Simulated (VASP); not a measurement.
Write the native input for VASP 6.6.1 that does the following.

```
Task                            : G0W0 quasiparticle levels
Functional                      : r2SCAN
Potentials or basis             : VASP PAW PBE potentials, release 64 (Mg_GW, S_GW)
Cutoff                          : 500 eV
k mesh                          : 4 × 4 × 4
Occupations                     : gaussian, width 0.01 eV
Spin                            : no spin polarisation
Dipole correction               : no
GW scheme                       : G0W0
GW iterations                   : 1
Cutoff of the response function : 140
Frequency points                : 96
Empty bands                     : 170
Further INCAR settings          : ALGO = EVGW0; EDIFF = 1e-08; NBANDS = 174
```

MgS:

```xyz
2
Lattice="0.0000 2.8309 2.8309 2.8309 0.0000 2.8309 2.8309 2.8309 0.0000" Properties=species:S:1:pos:R:3 pbc="T T T"
Mg    0.0000    0.0000    0.0000
S     4.2463    4.2463    4.2463
```

These files were run (other wordings do the same):

POSCAR

```
MgS
1.0
    0.0000000000      2.8308747674      2.8308747674
    2.8308747674      0.0000000000      2.8308747674
    2.8308747674      2.8308747674      0.0000000000
Mg S
1 1
Direct
    0.0000000000      0.0000000000      0.0000000000
    0.7500000000      0.7500000000      0.7500000000
```

INCAR.step1

```
SYSTEM = MgS
PREC = Accurate
ENCUT = 500
EDIFF = 1E-8
ISMEAR = 0
SIGMA = 0.01
LREAL = .False.
LASPH = .True.
NELM = 100
ALGO = Normal
LWAVE = .True.
LCHARG = .False.
METAGGA = R2SCAN
LMIXTAU = .True.
```

INCAR.step2

```
SYSTEM = MgS
PREC = Accurate
ENCUT = 500
EDIFF = 1E-8
ISMEAR = 0
SIGMA = 0.01
LREAL = .False.
LASPH = .True.
NELM = 1
ALGO = Exact
LWAVE = .True.
LCHARG = .False.
METAGGA = R2SCAN
LMIXTAU = .True.
NBANDS = 174
LOPTICS = .True.
ISTART = 1
```

INCAR.step3

```
SYSTEM = MgS
PREC = Accurate
ENCUT = 500
EDIFF = 1E-8
ISMEAR = 0
SIGMA = 0.01
LREAL = .False.
LASPH = .True.
ALGO = EVGW0
LWAVE = .False.
LCHARG = .False.
METAGGA = R2SCAN
LMIXTAU = .True.
NELMGW = 1
NBANDS = 174
ENCUTGW = 140.0
NOMEGA = 96
PRECFOCK = Fast
ISTART = 1
NBANDSGW = 12
OMEGAMAX = 20
```

KPOINTS

```
Automatic mesh
0
Gamma
  4 4 4
  0 0 0
```

Potentials or basis: VASP PAW PBE potentials, release 64 (Mg_GW, S_GW).

Run with:

```bash
$ cat potpaw_PBE.64/Mg_GW/POTCAR potpaw_PBE.64/S_GW/POTCAR > POTCAR
$ cp INCAR.step1 INCAR
$ mpirun -np 1 vasp_std > vasp.out
$ cp INCAR.step2 INCAR
$ mpirun -np 1 vasp_std > vasp.out
$ cp INCAR.step3 INCAR
$ mpirun -np 1 vasp_std > vasp.out
```

Results of the run:

```yaml
Quasiparticle_gap: 5.46 eV
Least_direct_quasiparticle_gap: 5.46 eV
Band_gap_of_the_starting_levels_on_the_mesh: 4.13 eV
Least_direct_gap_of_the_starting_levels_on_the_mesh: 4.13 eV
```

Caveat: the k points lie up to 0.48 Å⁻¹ apart; bands, screening cutoff and mesh are small and nothing is extrapolated, so the quasiparticle values aren't converged.

Run time: 5.3 min on 1 thread of Intel(R) Xeon(R) 6975P-C (Granite Rapids), with other jobs on the host, peak memory 0.47 GiB.
